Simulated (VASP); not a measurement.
Wanted: the native input for a VASP 6.6.1 run.

```
Task                   : single point
Functional             : PBEsol
Potentials or basis    : VASP PAW PBE potentials, release 64 (Ag, Cl)
Cutoff                 : 520 eV
k mesh                 : 9 × 9 × 8
Occupations            : fermi-dirac, width 0.03 eV
Spin                   : no spin polarisation
Dipole correction      : no
Further INCAR settings : ALGO = Normal; EDIFF = 1e-07; NBANDS = 26
```

The structure of AgCl lies in POSCAR:

```
AgCl
1.0
    1.8709097030     -5.5565952358      0.0000000000
    1.8709097030      5.5565952358      0.0000000000
    0.0000000000      0.0000000000      3.8847969765
Ag Cl
2 2
Direct
    0.3965554000      0.6034446000      0.7500000000
    0.6034446000      0.3965554000      0.2500000000
    0.8654487300      0.1345512700      0.2500000000
    0.1345512700      0.8654487300      0.7500000000
```

This cell differs from its parent crystal: zz strain of -1 %.

These files were run (other wordings do the same):

INCAR

```
  ALGO = Normal
  EDIFF = 1E-7
  ENCUT = 520
  GGA = PS
  ISIF = 2
  ISMEAR = -1
  LASPH = T
  LCHARG = T
  LELF = T
  LREAL = F
  LVHAR = T
  LWAVE = F
  NBANDS = 26
  NELM = 60
  PREC = Accurate
  SIGMA = 0.03
```

KPOINTS

```
k-points
0
Gamma
  9 9 8
```

Potentials or basis: VASP PAW PBE potentials, release 64 (Ag, Cl).

Run with:

```sh
$ cat potpaw_PBE.64/Ag/POTCAR potpaw_PBE.64/Cl/POTCAR > POTCAR
$ mpirun -np 1 vasp_std > vasp.out
```

Results of the run:

```yaml
Pressure: -2.4 GPa
Largest_force: 0.026 eV/Å
Band_gap_on_the_k_mesh: 0.33 eV (least direct gap 1.86 eV)
```

Caveat: the cell differs from its parent crystal (zz strain of -1 %); the PAW data sets were made with another functional, which shifts forces and pressure a little; an odd mesh through Γ misses points on the zone boundary, where band edges can lie.

Wall time 4.5 min on 1 thread of Intel(R) Xeon(R) Platinum 8488C (Sapphire Rapids), with other jobs on the host, peak memory 0.39 GiB.
